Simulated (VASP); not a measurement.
Set up this calculation in VASP 6.6.1, as the native input.

| Quantity | Value |
| --- | --- |
| Task | relaxation of cell and atoms |
| Functional | PBE |
| Potentials or basis | VASP PAW PBE potentials, release 64 (Si, Sn_d) |
| Cutoff | 600 eV |
| k mesh | 6 × 6 × 8 |
| Occupations | gaussian, width 0.1 eV |
| Spin | no spin polarisation |
| Dipole correction | no |
| Further INCAR settings | ALGO = Fast; EDIFF = 1e-06; IBRION = 2; EDIFFG = -0.01; NSW = 100; ISIF = 3 |

The structure of SiSn5 lies in POSCAR:

```
SiSn5
1.0
    5.7659842800      0.0000000000      0.0000000000
   -2.8829921400      4.9934888700      0.0000000000
    0.0000000000      0.0000000000      5.4026027400
Si Sn
1 5
Direct
    0.0000000000      0.0000000000      0.0000000000
    0.3333333300      0.6666666700      0.0000000000
    0.6666666700      0.3333333300      0.0000000000
    0.6666666700      0.6666666700      0.5000000000
    0.3333333300      0.0000000000      0.5000000000
    0.0000000000      0.3333333300      0.5000000000
```

The input as run:

INCAR

```
ALGO     = Fast           # electronic algorithm
EDIFF    = 1E-6           # SCF threshold, eV
EDIFFG   = -0.01          # ionic threshold
ENCUT    = 600            # plane-wave cutoff, eV
GGA      = PE             # functional
IBRION   = 2              # ionic algorithm
ISIF     = 3              # what is computed and relaxed
ISMEAR   = 0              # smearing method
LASPH    = T              # aspherical terms in the spheres
LCHARG   = F              # write CHGCAR
LREAL    = F              # projectors in reciprocal space
LWAVE    = F              # write WAVECAR
NELM     = 80             # most SCF steps
NSW      = 100            # ionic steps
PREC     = Accurate       # precision mode
SIGMA    = 0.1            # smearing width, eV
```

KPOINTS

```
k-points
0
Gamma
  6 6 8
```

Potentials or basis: VASP PAW PBE potentials, release 64 (Si, Sn_d).

Run with:

```bash
$ cat potpaw_PBE.64/Si/POTCAR potpaw_PBE.64/Sn_d/POTCAR > POTCAR
$ mpirun -np 1 vasp_std > vasp.out
```

It gave:

```
Relaxed volume                         : 25.81 Å³/atom
Relaxed cell                           : a = 5.642 Å, b = 5.642 Å, c = 5.618 Å, α = 90.00°, β = 90.00°, γ = 120.00°
Space group after relaxing (to 0.05 Å) : P-62m (No. 189)
Energy gained by relaxing              : 10.9 meV/atom
Ionic steps                            : 7
Pressure after relaxing                : 0.1 GPa
Band gap on the k mesh                 : zero (band 37 reaches 8.88 eV, above the bottom of band 38 at 5.99 eV)
```

Caveat: spin-orbit coupling is left out, which moves the levels of the heavy elements.

It took 49 min on 1 thread of Oxide Virtual Turin-like Processor, with other jobs on the host, peak memory 0.45 GiB.
